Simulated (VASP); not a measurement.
# SiW8C8 in VASP: single point with PBEsol

Aim: the single point of SiW8C8 with PBEsol.

Program: VASP 6.6.1. These are calculated values, not measurements. Logs are shortened: lines on timing, memory, paths and dates and some standing lists are left out, and cuts for length are marked.

### Step 1. The cell of the first run

The cell holds a slab with vacuum, 17 atoms: a = 5.792 Å, b = 5.792 Å, c = 16.258 Å, α = 90.00°, β = 90.00°, γ = 120.00°.

### Step 2. Single point, PBEsol

INCAR reads:

```
PREC = Accurate
ENCUT = 520
EDIFF = 1E-6
ISMEAR = -1
SIGMA = 0.15
LREAL = False
LASPH = True
NELM = 120
ALGO = Normal
ISIF = 2
LWAVE = False
LCHARG = False
GGA = PS
NBANDS = 88
GGA_COMPAT = False
NELMDL = -8
```

KPOINTS reads:

```
regular mesh
0
Gamma
  3 3 1
```

POSCAR reads:

```
SiW8C8
1.0
    5.7920000000      0.0000000000      0.0000000000
   -2.8960000000      5.0160190000      0.0000000000
    0.0000000000      0.0000000000     16.2583500000
W C Si
8 8 1
Direct
    0.0000000000      0.0000000000      0.0615069000
    0.0000307544     -0.0002585886      0.2332785427
    0.0000000000      0.5000000000      0.0615069000
    0.0000320804      0.5002917907      0.2332796771
    0.5000000000      0.0000000000      0.0615069000
    0.5002149774      0.0001044275      0.2396798806
    0.5000000000      0.5000000000      0.0615069000
    0.5006642396      0.5003332765      0.2333127928
    0.3349314390      0.1654387459      0.1427978332
    0.3314742685      0.1688971152      0.3132103031
    0.3349370126      0.6694881329      0.1427988940
    0.3314643480      0.6625785781      0.3132209487
    0.8305804963      0.1652920448      0.1427648373
    0.8378735441      0.1689241736      0.3131695187
    0.8334367204      0.6667199753      0.1405564012
    0.8337505540      0.6668735176      0.3006583226
    0.1668509212      0.3334167548      0.3678118629
```

Potentials or basis: VASP PAW PBE potentials, release 64 (W_sv, C, Si).

The run is started by

```bash
> cat potpaw_PBE.64/W_sv/POTCAR potpaw_PBE.64/C/POTCAR potpaw_PBE.64/Si/POTCAR > POTCAR
> mpirun -np 1 vasp_std > vasp.out
```

OUTCAR:

```text
PREC = Accurate
   ENCUT = 520
   EDIFF = 1E-6
   ISMEAR = -1
   LREAL = False
   LASPH = True
   NELM = 120
   ISIF = 2
   GGA = PS
   NELMDL = -8

 ion  position               nearest neighbor table
   1  0.000  0.000  0.062-  15 2.11  13 2.14   9 2.14   2 2.79   7 2.90   3 2.90   3 2.90   7 2.90
                             5 2.90   5 2.90
   2  0.000  1.000  0.233-  16 2.00  14 2.11  10 2.11   9 2.23  13 2.23  15 2.25  17 2.75   1 2.79
                             8 2.89   4 2.89   6 2.90   6 2.90   4 2.90   8 2.90
   3  0.000  0.500  0.062-  15 2.11  13 2.14  11 2.14   4 2.79   5 2.90   1 2.90   1 2.90   5 2.90
                             7 2.90   7 2.90
   4  0.000  0.500  0.233-  16 2.00  14 2.11  12 2.11  11 2.23  13 2.23  15 2.25  17 2.75   3 2.79
                             8 2.89   2 2.89   6 2.90   6 2.90   2 2.90   8 2.90
   5  0.500  0.000  0.062-  13 2.12   9 2.12  11 2.12   7 2.90   3 2.90   7 2.90   3 2.90   1 2.90
                             1 2.90   6 2.90
   6  0.500  0.000  0.240-  10 2.07  12 2.07  14 2.07  13 2.29  11 2.29   9 2.29   5 2.90   8 2.90
                             2 2.90   4 2.90   8 2.90   4 2.90   2 2.90
   7  0.500  0.500  0.062-  15 2.11  11 2.14   9 2.14   8 2.79   1 2.90   5 2.90   5 2.90   1 2.90
                             3 2.90   3 2.90
   8  0.501  0.500  0.233-  16 2.00  10 2.11  12 2.11  11 2.23   9 2.23  15 2.25  17 2.75   7 2.79
                             2 2.89   4 2.89   6 2.90   6 2.90   4 2.90   2 2.90
   9  0.335  0.165  0.143-   5 2.12   7 2.14   1 2.14   2 2.23   8 2.23   6 2.29
  10  0.331  0.169  0.313-  17 1.87   6 2.07   8 2.11   2 2.11
  11  0.335  0.669  0.143-   5 2.12   7 2.14   3 2.14   4 2.23   8 2.23   6 2.29
  12  0.331  0.663  0.313-  17 1.87   6 2.07   8 2.11   4 2.11
  13  0.831  0.165  0.143-   5 2.12   3 2.14   1 2.14   2 2.23   4 2.23   6 2.29
  14  0.838  0.169  0.313-  17 1.87   6 2.07   2 2.11   4 2.11
  15  0.833  0.667  0.141-   1 2.11   3 2.11   7 2.11   8 2.25   2 2.25   4 2.25
  16  0.834  0.667  0.301-   4 2.00   2 2.00   8 2.00
  17  0.167  0.333  0.368-  14 1.87  10 1.87  12 1.87   8 2.75   2 2.75   4 2.75

  LATTYP: Found a hexagonal cell.
 ALAT       =     5.7920000000
 C/A-ratio  =     2.8070355663

  Lattice vectors:

 A1 = (   5.7920000000,   0.0000000000,   0.0000000000)
 A2 = (  -2.8960000000,   5.0160190000,   0.0000000000)
 A3 = (   0.0000000000,   0.0000000000,  16.2583500000)

Analysis of symmetry for initial positions (statically):
=====================================================================
 Subroutine PRICEL returns:
 Original cell was already a primitive cell.

 Routine SETGRP: Setting up the symmetry group for a
 hexagonal supercell.

 Subroutine GETGRP returns: Found  1 space group operations
 (whereof  1 operations were pure point group operations)
 out of a pool of 24 trial point group operations.

The static configuration has the point symmetry C_1 .

Analysis of symmetry for dynamics (positions and initial velocities):
=====================================================================
 Subroutine PRICEL returns:
 Original cell was already a primitive cell.

 Routine SETGRP: Setting up the symmetry group for a
 hexagonal supercell.

 Subroutine GETGRP returns: Found  1 space group operations
 (whereof  1 operations were pure point group operations)
 out of a pool of 24 trial point group operations.

The dynamic configuration has the point symmetry C_1 .

 Subroutine INISYM returns: Found  1 space group operations
 (whereof  1 operations are pure point group operations),
 and found     1 'primitive' translations

----------------------------------------------------------------------------------------

                                     Primitive cell

  volume of cell :     472.3503

  direct lattice vectors                    reciprocal lattice vectors
     5.792000000  0.000000000  0.000000000     0.172651934  0.099680643  0.000000000
    -2.896000000  5.016019000  0.000000000     0.000000000  0.199361286  0.000000000
     0.000000000  0.000000000 16.258350000     0.000000000  0.000000000  0.061506856

  length of vectors
     5.792000000  5.791999880 16.258350000     0.199361282  0.199361286  0.061506856

  position of ions in fractional coordinates (direct lattice)
     0.000000000  0.000000000  0.061506900
     0.000030754  0.999741411  0.233278543
     0.000000000  0.500000000  0.061506900
     0.000032080  0.500291791  0.233279677
     0.500000000  0.000000000  0.061506900
     0.500214977  0.000104427  0.239679881
[... 9 lines left out ...]
     0.833750554  0.666873518  0.300658323
     0.166850921  0.333416755  0.367811863

  ion indices of the primitive-cell ions
   primitive index   ion index
                 1           1
                 2           2
                 3           3
                 4           4
                 5           5
                 6           6
[... 9 lines left out ...]
                16          16
                17          17

----------------------------------------------------------------------------------------

 KPOINTS: regular mesh

Automatic generation of k-mesh.
 Grid dimensions read from file:
 generate k-points for:    3    3    1

 Generating k-lattice:

  Cartesian coordinates                     Fractional coordinates (reciprocal lattice)
     0.057550645  0.033226881  0.000000000     0.333333333  0.000000000  0.000000000
     0.000000000  0.066453762  0.000000000     0.000000000  0.333333333  0.000000000
     0.000000000  0.000000000  0.061506856     0.000000000  0.000000000  1.000000000

  Length of vectors
     0.066453761  0.066453762  0.061506856

  Shift w.r.t. Gamma in fractional coordinates (k-lattice)
     0.000000000  0.000000000  0.000000000

 Subroutine IBZKPT returns following result:
 ===========================================

 Found      5 irreducible k-points:

 Following reciprocal coordinates:
            Coordinates               Weight
  0.000000  0.000000  0.000000      1.000000
  0.333333  0.000000  0.000000      2.000000
  0.000000  0.333333  0.000000      2.000000
 -0.333333  0.333333  0.000000      2.000000
  0.333333  0.333333  0.000000      2.000000
   k-points           NKPTS =      5   k-points in BZ     NKDIM =      5   number of bands    NBANDS=     88
   number of dos      NEDOS =    301   number of ions     NIONS =     17
   total plane-waves  NPLWV = 290304
   dimension x,y,z NGX =    48 NGY =   48 NGZ =  126
   dimension x,y,z NGXF=    96 NGYF=   96 NGZF=  252
   ions per type =               8   8   1
   NGX,Y,Z   is equivalent  to a cutoff of  13.78, 13.78, 12.88 a.u.
   NGXF,Y,Z  is equivalent  to a cutoff of  27.55, 27.55, 25.77 a.u.
 SYSTEM =  unknown system
   PREC   = accura    normal or accurate (medium, high low for compatibility)
   ISTART =      0    job   : 0-new  1-cont  2-samecut
   ICHARG =      2    charge: 1-file 2-atom 10-const
   ISPIN  =      1    spin polarized calculation?
   LNONCOLLINEAR =      F non collinear calculations
   LSORBIT =      F    spin-orbit coupling
   LASPH  =      T    aspherical Exc in radial PAW
   ENCUT  =  520.0 eV  38.22 Ry    6.18 a.u.  10.77 10.77 30.23*2*pi/ulx,y,z
   NELM   =    120;   NELMIN=  2; NELMDL= -8     # of ELM steps
   EDIFF  = 0.1E-05   stopping-criterion for ELM
   LREAL  =      F    real-space projection
   EDIFFG = 0.1E-04   stopping-criterion for IOM
   NSW    =      0    number of steps for IOM
   IBRION =     -1    ionic relax: 0-MD 1-quasi-New 2-CG
   NFREE  =      0    steps in history (QN), initial steepest desc. (CG)
   ISIF   =      2    stress and relaxation
   ISYM   =      2    0-nonsym 1-usesym 2-fastsym
   POTIM  = 0.5000    time-step for ionic-motion
   TEBEG  =    0.0;   TEEND  =   0.0 temperature during run
   PSTRESS=    0.0 pullay stress
   NELECT =     148.0000    total number of electrons
   NUPDOWN=      -1.0000    fix difference up-down
   EMIN   =  10.00;   EMAX   =-10.00  energy-range for DOS
   EFERMI =   0.00;   METHOD = LEGACY
   ISMEAR =    -1;   SIGMA  =   0.15  broadening in eV -4-tet -1-fermi 0-gaus
   EFERMI_NEDOS =   21; number of points for ismear=-14 and -15
   IALGO  =     38    algorithm
   IMIX   =      4    mixing-type and parameters
     AMIX     =   0.40;   BMIX     =  1.00
     AMIX_MAG =   1.60;   BMIX_MAG =  1.00
  volume/ion in A,a.u.               =      27.79       187.50
  Fermi-wavevector in a.u.,A,eV,Ry     =   1.111921  2.101226 16.821818  1.236369
  Thomas-Fermi vector in A             =   2.248490
   LORBIT       =      0    0 simple, 1 ext, 2 COOP (PROOUT), +10 PAW based schemes
   GGA     = PS    functional components
   LHFCALC =     F    Hartree Fock is set to
   AEXX    =    0.0000 exact exchange contribution
   IVDW    =     0    specifies the selected vdW correction
   LEPSILON=     F    determine dielectric tensor
   LRPA    =     F    only Hartree local field effects (RPA)
 non-spin polarized calculation
  energy-cutoff  :      520.00
  volume of cell :      472.35
 maximum number of plane-waves:     12742
 NGX is ok and might be reduce to    48
   NGX = 21   NGY = 21   NGZ = 61

 number of electron     147.9999984 magnetization

 Free energy of the ion-electron system (eV)
  ---------------------------------------------------
  ext. energy  EPLUGINS =         0.00000000
  ---------------------------------------------------
  free energy    TOTEN  =      -181.21112343 eV

  energy without entropy =     -180.71929092  energy(sigma->0) =     -180.96520717

 E-fermi :   0.9347     XC(G=0):  -6.4374

 val. band max:        0.8104981777   @ k =  -0.3333   0.3333   0.0000
 cond. band min:       1.0283472577   @ k =   0.0000   0.0000   0.0000
 fundamental gap:      0.2178490800
 Fermi energy:         0.9347066817

 k-point     1 :       0.0000    0.0000    0.0000
  band No.  band energies     occupation
      1     -72.9408      2.00000
      2     -72.9229      2.00000
      3     -72.8748      2.00000
      4     -72.8532      2.00000
      5     -72.8531      2.00000
      6     -72.7361      2.00000
[... 434 lines left out ...]
     85       3.4987      0.00000
     86       3.5305      0.00000
 [bands above 86 left out]

------------------------ aborting loop because EDIFF is reached ----------------------------------------

  FORCE on cell =-STRESS in cart. coord.  units (eV):
  Direction    XX          YY          ZZ          XY          YZ          ZX
  --------------------------------------------------------------------------------------
  -------------------------------------------------------------------------------------
  Total       -1.6772165     -1.6632656      0.8922411     -0.0131589     -0.0299988     -0.0540771
  in kB       -5.6889946     -5.6416741      3.0264158     -0.0446340     -0.1017538     -0.1834254
  external PRESSURE =      -2.7680843 kB  Pullay stress =       0.0000000 kB

 VOLUME and BASIS-vectors are now :
 -----------------------------------------------------------------------------
  energy-cutoff  :      520.00
  volume of cell :      472.35
      direct lattice vectors                 reciprocal lattice vectors
     5.792000000  0.000000000  0.000000000     0.172651934  0.099680643  0.000000000
    -2.896000000  5.016019000  0.000000000     0.000000000  0.199361286  0.000000000
     0.000000000  0.000000000 16.258350000     0.000000000  0.000000000  0.061506856

 POSITION                                       TOTAL-FORCE (eV/Angst)
 -----------------------------------------------------------------------------------
      0.00000      0.00000      1.00000         0.006217      0.134681     -0.272634
     -2.89507      5.01472      3.79272         0.001229      0.047158      0.014192
     -1.44800      2.50801      1.00000         0.119800     -0.061896     -0.272284
     -1.44866      2.50947      3.79274         0.041972     -0.023387      0.014775
      2.89600      0.00000      1.00000         0.003364      0.001828      0.532795
      2.89694      0.00052      3.89680         0.000189     -0.000115      0.017107
[... 9 lines left out ...]
      2.89782      3.34505      4.88821        -0.005813     -0.003149      0.132975
      0.00083      1.67242      5.98001         0.004736      0.003044     -0.003248
 -----------------------------------------------------------------------------------
    total drift:                                0.000017      0.000010      0.000785

  FREE ENERGIE OF THE ION-ELECTRON SYSTEM (eV)
  ---------------------------------------------------
  free  energy   TOTEN  =      -181.2111234299 eV

  energy  without entropy=     -180.7192909179  energy(sigma->0) =     -180.96520717
```

Run time: 5.1 min. Hardware: 1 thread of Intel Xeon 6975P-C (Granite Rapids), shared host; peak memory 0.7 GiB.

What came out:

| Quantity | Value |
| --- | --- |
| Free energy | -181.2111 eV |
| Largest force | 0.533 eV/Å |
| Band gap on the k mesh | zero (bands 74 and 75 overlap by 0.70 eV) |

Forces in eV/Å, atoms in the order of the input:
```
W    0.006  0.135 -0.273
W    0.001  0.047  0.014
W    0.120 -0.062 -0.272
W    0.042 -0.023  0.015
W    0.003  0.002  0.533
W    0.000  0.000  0.017
W   -0.107 -0.062 -0.271
W   -0.044 -0.025  0.011
C   -0.007 -0.007 -0.011
C    0.017 -0.011  0.028
C   -0.010 -0.003 -0.011
C    0.000  0.020  0.025
C    0.006  0.004 -0.004
C   -0.027 -0.015  0.032
C   -0.001 -0.001  0.038
C   -0.006 -0.003  0.133
Si   0.005  0.003 -0.003
```

Caveat: the k points lie up to 0.42 Å⁻¹ apart, too coarse for converged energies and pressures of a metal; there is no dipole correction, which matters where the two faces differ; the PAW data sets were made with another functional, which shifts forces and pressure a little; spin-orbit coupling is left out, which moves the levels of the heavy elements.

The gap in the log of VASP goes by the Fermi energy; the results here count the filled bands.